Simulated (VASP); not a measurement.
A run of VASP 6.6.1:

Contents of INCAR:

```
PREC = Accurate ; ENCUT = 500
EDIFF = 1E-6 ; ISMEAR = 0
SIGMA = 0.15 ; LREAL = F
LASPH = T ; NELM = 120
ALGO = Normal ; ISIF = 2
LWAVE = F ; LCHARG = T
GGA = PS ; LELF = T
LVHAR = T ; NBANDS = 14
GGA_COMPAT = F
```

Contents of KPOINTS:

```
regular mesh
0
Gamma
  24 24 14
```

File POSCAR:

```
TiAl
1.0
    2.9280834897      0.0000000000      0.0000000000
   -1.4640417448      2.5357946865      0.0000000000
    0.0000000000      0.0000000000      4.3701398237
Ti Al
1 1
Direct
    0.0000000000      0.0000000000      0.0000000000
    0.3333333333      0.6666666667      0.5000000000
```

Potentials or basis: VASP PAW PBE potentials, release 64 (Ti_sv, Al).

Run with:

```sh
$ cat potpaw_PBE.64/Ti_sv/POTCAR potpaw_PBE.64/Al/POTCAR > POTCAR
$ mpirun -np 1 vasp_std > vasp.out
```

Hardware: 1 thread of Intel(R) Xeon(R) 6975P-C (Granite Rapids) (shared host).

Question: How long does it take, and how much memory?

Answer: Run time: 60 s on 1 thread of Intel(R) Xeon(R) 6975P-C (Granite Rapids), on a shared host, peak memory 0.33 GiB. Counts: scf iterations 15, k points 488.
